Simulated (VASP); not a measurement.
# B27AsN26 (a cell with a defect) (Qingsongite) in VASP: single point with PBE

Aim: the single point of B27AsN26 (a cell with a defect) (Qingsongite) with PBE.

Everything below comes from runs of VASP 6.6.1. Logs are shortened: lines on timing, memory, paths and dates and some standing lists are left out, and cuts for length are marked.

## 1. The cell of the first run

The cell holds a defect, 54 atoms: a = 7.669 Å, b = 7.669 Å, c = 7.669 Å, α = 60.00°, β = 60.00°, γ = 60.00°.

## 2. Single point, PBE

The input, INCAR:

```
PREC = Accurate
ENCUT = 520
EDIFF = 1E-6
ISMEAR = -1
SIGMA = 0.01
LREAL = Auto
LASPH = True
NELM = 60
ALGO = Normal
ISIF = 2
LWAVE = False
LCHARG = False
GGA = PE
NBANDS = 141
```

The input, KPOINTS:

```
regular mesh
0
Gamma
  3 3 3
```

The input, POSCAR:

```
B27AsN26
1.0
    0.0000000000      5.4225000000      5.4225000000
    5.4225000000      0.0000000000      5.4225000000
    5.4225000000      5.4225000000      0.0000000000
B As N
27 1 26
Direct
   -0.0126951983     -0.0126951983     -0.0126951983
   -0.0126951983     -0.0126951983      0.3714189283
    0.0007159245      0.0007159245      0.6659507422
   -0.0126951983      0.3714189283     -0.0126951983
   -0.0006352186      0.3340207313      0.3340207313
   -0.0006352186      0.3340207313      0.6659270893
    0.0007159245      0.6659507422      0.0007159245
   -0.0006352186      0.6659270893      0.3340207313
    0.0007159245      0.6659507422      0.6659507422
    0.3714189283     -0.0126951983     -0.0126951983
    0.3340207313     -0.0006352186      0.3340207313
    0.3340207313     -0.0006352186      0.6659270893
    0.3340207313      0.3340207313     -0.0006352186
    0.3333333333      0.3333333333      0.3333333333
    0.3340207313      0.3340207313      0.6659270893
    0.3340207313      0.6659270893     -0.0006352186
    0.3340207313      0.6659270893      0.3340207313
    0.3329072722      0.6668086871      0.6668086871
    0.6659507422      0.0007159245      0.0007159245
    0.6659270893     -0.0006352186      0.3340207313
    0.6659507422      0.0007159245      0.6659507422
    0.6659270893      0.3340207313     -0.0006352186
    0.6659270893      0.3340207313      0.3340207313
    0.6668086871      0.3329072722      0.6668086871
    0.6659507422      0.6659507422      0.0007159245
    0.6668086871      0.6668086871      0.3329072722
    0.6668086871      0.6668086871      0.6668086871
    0.0833333333      0.0833333333      0.0833333333
    0.0828423160      0.0828423160      0.4239054515
    0.0828423160      0.0828423160      0.7437432499
    0.0828423160      0.4239054515      0.0828423160
    0.0831855200      0.4167159378      0.4167159378
    0.0828423160      0.4239054515      0.7437432499
    0.0828423160      0.7437432499      0.0828423160
    0.0828423160      0.7437432499      0.4239054515
    0.0836042206      0.7499097042      0.7499097042
    0.4239054515      0.0828423160      0.0828423160
    0.4167159378      0.0831855200      0.4167159378
    0.4239054515      0.0828423160      0.7437432499
    0.4167159378      0.4167159378      0.0831855200
    0.4167159378      0.4167159378      0.4167159378
    0.4167636161      0.4167636161      0.7499030506
    0.4239054515      0.7437432499      0.0828423160
    0.4167636161      0.7499030506      0.4167636161
    0.4167636161      0.7499030506      0.7499030506
    0.7437432499      0.0828423160      0.0828423160
    0.7437432499      0.0828423160      0.4239054515
    0.7499097042      0.0836042206      0.7499097042
    0.7437432499      0.4239054515      0.0828423160
    0.7499030506      0.4167636161      0.4167636161
    0.7499030506      0.4167636161      0.7499030506
    0.7499097042      0.7499097042      0.0836042206
    0.7499030506      0.7499030506      0.4167636161
    0.7499097042      0.7499097042      0.7499097042
```

Potentials or basis: VASP PAW PBE potentials, release 64 (B, As, N).

On the command line:

```sh
> cat potpaw_PBE.64/B/POTCAR potpaw_PBE.64/As/POTCAR potpaw_PBE.64/N/POTCAR > POTCAR
> mpirun -np 1 vasp_std > vasp.out
```

OUTCAR:

```text
PREC = Accurate
   ENCUT = 520
   EDIFF = 1E-6
   ISMEAR = -1
   LREAL = Auto
   LASPH = True
   NELM = 60
   ISIF = 2
   GGA = PE

 ion  position               nearest neighbor table
   1  0.987  0.987  0.987-  30 1.54  34 1.54  46 1.54  28 1.80
   2  0.987  0.987  0.371-  29 1.54  35 1.54  47 1.54  28 1.80
   3  0.001  0.001  0.666-  30 1.52  29 1.52  36 1.57  48 1.57
   4  0.987  0.371  0.987-  31 1.54  33 1.54  49 1.54  28 1.80
   5  0.999  0.334  0.334-  32 1.56  50 1.56  29 1.57  31 1.57
   6  0.999  0.334  0.666-  32 1.56  51 1.56  30 1.57  33 1.57
[... 46 lines left out ...]
  53  0.750  0.750  0.417-   8 1.56  20 1.56  26 1.57  27 1.57
  54  0.750  0.750  0.750-  27 1.56  21 1.57  25 1.57   9 1.57

  LATTYP: Found a face centered cubic cell.
 ALAT       =    10.8450000000

  Lattice vectors:

 A1 = (   0.0000000000,   5.4225000000,   5.4225000000)
 A2 = (   5.4225000000,   0.0000000000,   5.4225000000)
 A3 = (   5.4225000000,   5.4225000000,   0.0000000000)

Analysis of symmetry for initial positions (statically):
=====================================================================
 Subroutine PRICEL returns:
 Original cell was already a primitive cell.

 Routine SETGRP: Setting up the symmetry group for a
 face centered cubic supercell.

 Subroutine GETGRP returns: Found 24 space group operations
 (whereof  6 operations were pure point group operations)
 out of a pool of 48 trial point group operations.

The static configuration has the point symmetry C_3v.
 The point group associated with its full space group is T_d .

Analysis of symmetry for dynamics (positions and initial velocities):
=====================================================================
 Subroutine PRICEL returns:
 Original cell was already a primitive cell.

 Routine SETGRP: Setting up the symmetry group for a
 face centered cubic supercell.

 Subroutine GETGRP returns: Found 24 space group operations
 (whereof  6 operations were pure point group operations)
 out of a pool of 48 trial point group operations.

The dynamic configuration has the point symmetry C_3v.
 The point group associated with its full space group is T_d .

 Subroutine INISYM returns: Found 24 space group operations
 (whereof  6 operations are pure point group operations),
 and found     1 'primitive' translations

----------------------------------------------------------------------------------------

                                     Primitive cell

  volume of cell :     318.8810

  direct lattice vectors                    reciprocal lattice vectors
     0.000000000  5.422500000  5.422500000    -0.092208391  0.092208391  0.092208391
     5.422500000  0.000000000  5.422500000     0.092208391 -0.092208391  0.092208391
     5.422500000  5.422500000  0.000000000     0.092208391  0.092208391 -0.092208391

  length of vectors
     7.668573042  7.668573042  7.668573042     0.159709618  0.159709618  0.159709618

  position of ions in fractional coordinates (direct lattice)
     0.987304802  0.987304802  0.987304802
     0.987304802  0.987304802  0.371418928
     0.000715924  0.000715924  0.665950742
     0.987304802  0.371418928  0.987304802
     0.999364781  0.334020731  0.334020731
     0.999364781  0.334020731  0.665927089
[... 46 lines left out ...]
     0.749903051  0.749903051  0.416763616
     0.749909704  0.749909704  0.749909704

  ion indices of the primitive-cell ions
   primitive index   ion index
                 1           1
                 2           2
                 3           3
                 4           4
                 5           5
                 6           6
[... 46 lines left out ...]
                53          53
                54          54

----------------------------------------------------------------------------------------

 KPOINTS: regular mesh

Automatic generation of k-mesh.
 Grid dimensions read from file:
 generate k-points for:    3    3    3

 Generating k-lattice:

  Cartesian coordinates                     Fractional coordinates (reciprocal lattice)
    -0.030736130  0.030736130  0.030736130     0.333333333  0.000000000  0.000000000
     0.030736130 -0.030736130  0.030736130     0.000000000  0.333333333  0.000000000
     0.030736130  0.030736130 -0.030736130     0.000000000  0.000000000  0.333333333

  Length of vectors
     0.053236539  0.053236539  0.053236539

  Shift w.r.t. Gamma in fractional coordinates (k-lattice)
     0.000000000  0.000000000  0.000000000

 Subroutine IBZKPT returns following result:
 ===========================================

 Found      4 irreducible k-points:

 Following reciprocal coordinates:
            Coordinates               Weight
  0.000000  0.000000  0.000000      1.000000
  0.333333  0.000000  0.000000      8.000000
  0.333333  0.333333  0.000000      6.000000
 -0.333333  0.333333  0.000000     12.000000
   k-points           NKPTS =      4   k-points in BZ     NKDIM =      4   number of bands    NBANDS=    141
   number of dos      NEDOS =    301   number of ions     NIONS =     54
   total plane-waves  NPLWV = 216000
   dimension x,y,z NGX =    60 NGY =   60 NGZ =   60
   dimension x,y,z NGXF=   120 NGYF=  120 NGZF=  120
   ions per type =              27   1  26
   NGX,Y,Z   is equivalent  to a cutoff of  13.01, 13.01, 13.01 a.u.
   NGXF,Y,Z  is equivalent  to a cutoff of  26.01, 26.01, 26.01 a.u.
 SYSTEM =  unknown system
   PREC   = accura    normal or accurate (medium, high low for compatibility)
   ISTART =      0    job   : 0-new  1-cont  2-samecut
   ICHARG =      2    charge: 1-file 2-atom 10-const
   ISPIN  =      1    spin polarized calculation?
   LNONCOLLINEAR =      F non collinear calculations
   LSORBIT =      F    spin-orbit coupling
   LASPH  =      T    aspherical Exc in radial PAW
   ENCUT  =  520.0 eV  38.22 Ry    6.18 a.u.  14.26 14.26 14.26*2*pi/ulx,y,z
   NELM   =     60;   NELMIN=  2; NELMDL= -5     # of ELM steps
   EDIFF  = 0.1E-05   stopping-criterion for ELM
   LREAL  =      T    real-space projection
   EDIFFG = 0.1E-04   stopping-criterion for IOM
   NSW    =      0    number of steps for IOM
   IBRION =     -1    ionic relax: 0-MD 1-quasi-New 2-CG
   NFREE  =      0    steps in history (QN), initial steepest desc. (CG)
   ISIF   =      2    stress and relaxation
   ISYM   =      2    0-nonsym 1-usesym 2-fastsym
   POTIM  = 0.5000    time-step for ionic-motion
   TEBEG  =    0.0;   TEEND  =   0.0 temperature during run
   PSTRESS=    0.0 pullay stress
   NELECT =     216.0000    total number of electrons
   NUPDOWN=      -1.0000    fix difference up-down
   EMIN   =  10.00;   EMAX   =-10.00  energy-range for DOS
   EFERMI =   0.00;   METHOD = LEGACY
   ISMEAR =    -1;   SIGMA  =   0.01  broadening in eV -4-tet -1-fermi 0-gaus
   EFERMI_NEDOS =   21; number of points for ismear=-14 and -15
   IALGO  =     38    algorithm
   IMIX   =      4    mixing-type and parameters
     AMIX     =   0.40;   BMIX     =  1.00
     AMIX_MAG =   1.60;   BMIX_MAG =  1.00
  volume/ion in A,a.u.               =       5.91        39.85
  Fermi-wavevector in a.u.,A,eV,Ry     =   1.437749  2.716952 28.124920  2.067123
  Thomas-Fermi vector in A             =   2.556793
   LORBIT       =      0    0 simple, 1 ext, 2 COOP (PROOUT), +10 PAW based schemes
   GGA     = PE    functional components
[... 5 lines left out ...]
 non-spin polarized calculation
  energy-cutoff  :      520.00
  volume of cell :      318.88
 maximum number of plane-waves:      8616
 NGX is ok and might be reduce to    60
   NGX = 29   NGY = 29   NGZ = 29

 number of electron     215.9999975 magnetization

 Free energy of the ion-electron system (eV)
  ---------------------------------------------------
  ext. energy  EPLUGINS =         0.00000000
  ---------------------------------------------------
  free energy    TOTEN  =      -456.83686207 eV

  energy without entropy =     -456.83686207  energy(sigma->0) =     -456.83686207

 E-fermi :   9.1794     XC(G=0): -12.9047

 val. band max:        8.9031289593   @ k =   0.0000   0.0000   0.0000
 cond. band min:      12.2080696510   @ k =   0.3333   0.3333   0.0000
 fundamental gap:      3.3049406917
 Fermi energy:         9.1793875214

 k-point     1 :       0.0000    0.0000    0.0000
  band No.  band energies     occupation
      1     -12.6609      2.00000
      2     -10.2863      2.00000
      3     -10.2863      2.00000
      4     -10.2863      2.00000
      5     -10.1182      2.00000
      6     -10.0917      2.00000
[... 112 lines left out ...]
    119      15.4140      0.00000
    120      15.4140      0.00000

 k-point     2 :       0.3333    0.0000    0.0000
  band No.  band energies     occupation
      1     -12.3646      2.00000
      2     -11.4901      2.00000
      3     -10.4467      2.00000
      4     -10.4467      2.00000
      5     -10.2932      2.00000
      6     -10.1540      2.00000
[... 112 lines left out ...]
    119      16.2649      0.00000
    120      16.2833      0.00000

 k-point     3 :       0.3333    0.3333    0.0000
  band No.  band energies     occupation
      1     -12.2665      2.00000
      2     -11.1188      2.00000
      3     -10.9021      2.00000
      4     -10.8903      2.00000
      5     -10.8903      2.00000
      6     -10.5583      2.00000
[... 112 lines left out ...]
    119      15.5921      0.00000
    120      15.8777      0.00000

 k-point     4 :      -0.3333    0.3333    0.0000
  band No.  band energies     occupation
      1     -11.8875      2.00000
      2     -11.6487      2.00000
      3     -11.4981      2.00000
      4     -10.7925      2.00000
      5     -10.6433      2.00000
      6      -9.6918      2.00000
[... 112 lines left out ...]
    119      16.0209      0.00000
    120      16.0721      0.00000
 [bands above 120 left out]

------------------------ aborting loop because EDIFF is reached ----------------------------------------

  FORCE on cell =-STRESS in cart. coord.  units (eV):
  Direction    XX          YY          ZZ          XY          YZ          ZX
  --------------------------------------------------------------------------------------
  -------------------------------------------------------------------------------------
  Total       40.0122759     40.0122759     40.0122759      0.0000000      0.0000000      0.0000000
  in kB      201.0366135    201.0366135    201.0366135      0.0000000      0.0000000      0.0000000
  external PRESSURE =     201.0366135 kB  Pullay stress =       0.0000000 kB

 VOLUME and BASIS-vectors are now :
 -----------------------------------------------------------------------------
  energy-cutoff  :      520.00
  volume of cell :      318.88
      direct lattice vectors                 reciprocal lattice vectors
     0.000000000  5.422500000  5.422500000    -0.092208391  0.092208391  0.092208391
     5.422500000  0.000000000  5.422500000     0.092208391 -0.092208391  0.092208391
     5.422500000  5.422500000  0.000000000     0.092208391  0.092208391 -0.092208391

 POSITION                                       TOTAL-FORCE (eV/Angst)
 -----------------------------------------------------------------------------------
     10.70732     10.70732     10.70732        -0.113102     -0.113102     -0.113102
      7.36768      7.36768     10.70732         0.113102      0.113102     -0.113102
      3.61500      3.61500      0.00776        -0.000000     -0.000000     -0.000151
      7.36768     10.70732      7.36768         0.113102     -0.113102      0.113102
      3.62245      7.23028      7.23028         0.006384      0.004611      0.004611
      5.42222      9.03005      7.23028        -0.004611     -0.006384      0.004611
[... 46 lines left out ...]
      6.32625      6.32625      8.13270        -0.000000     -0.000000     -0.000725
      8.13277      8.13277      8.13277        -0.000740     -0.000740     -0.000740
 -----------------------------------------------------------------------------------
    total drift:                               -0.000010     -0.000010     -0.000009

  FREE ENERGIE OF THE ION-ELECTRON SYSTEM (eV)
  ---------------------------------------------------
  free  energy   TOTEN  =      -456.8368620679 eV

  energy  without entropy=     -456.8368620679  energy(sigma->0) =     -456.83686207
```

Run time: 18 min. Hardware: 1 thread of AMD EPYC 7R13, shared host; peak memory 0.53 GiB.

What came out:

| Property | Result |
| --- | --- |
| Free energy | -456.8369 eV |
| Pressure | 20.1 GPa |
| Largest force | 0.196 eV/Å |
| Band gap on the k mesh | 3.31 eV |

Forces on the atoms (eV/Å):
```
B   -0.113 -0.113 -0.113
B    0.113  0.113 -0.113
B    0.000  0.000  0.000
B    0.113 -0.113  0.113
B    0.006  0.005  0.005
B   -0.005 -0.006  0.005
B    0.000  0.000  0.000
B   -0.005  0.005 -0.006
B    0.000  0.000  0.000
B   -0.113  0.113  0.113
B    0.005  0.006  0.005
B   -0.006 -0.005  0.005
B    0.005  0.005  0.006
B    0.000  0.000  0.000
B   -0.005 -0.005  0.006
B   -0.006  0.005 -0.005
B   -0.005  0.006 -0.005
B   -0.009  0.009  0.009
B    0.000  0.000  0.000
B    0.005 -0.005 -0.006
B    0.000  0.000  0.000
B    0.005 -0.006 -0.005
B    0.006 -0.005 -0.005
B    0.009 -0.009  0.009
B    0.000  0.000  0.000
B    0.009  0.009 -0.009
B   -0.009 -0.009 -0.009
As   0.000  0.000  0.000
N   -0.001 -0.001  0.004
N    0.001  0.001  0.004
N   -0.001  0.004 -0.001
N    0.001 -0.001 -0.001
N   -0.004  0.001 -0.001
N    0.001  0.004  0.001
N   -0.004 -0.001  0.001
N   -0.001  0.001  0.001
N    0.004 -0.001 -0.001
N   -0.001  0.001 -0.001
N    0.001 -0.004 -0.001
N   -0.001 -0.001  0.001
N    0.001  0.001  0.001
N    0.000  0.000  0.001
N    0.001 -0.001 -0.004
N    0.000  0.001  0.000
N   -0.001  0.000  0.000
N    0.004  0.001  0.001
N   -0.001 -0.004  0.001
N    0.001 -0.001  0.001
N   -0.001  0.001 -0.004
N    0.001  0.000  0.000
N    0.000 -0.001  0.000
N    0.001  0.001 -0.001
N    0.000  0.000 -0.001
N   -0.001 -0.001 -0.001
```

Levels at points of the mesh, in eV from the valence-band top:
```
           k point  band 105  band 106  band 107  band 108  band 109  band 110  band 111  band 112
(0.00, 0.00, 0.00)     -1.72      0.00      0.00      0.00      4.16      4.16      4.16      4.53
```
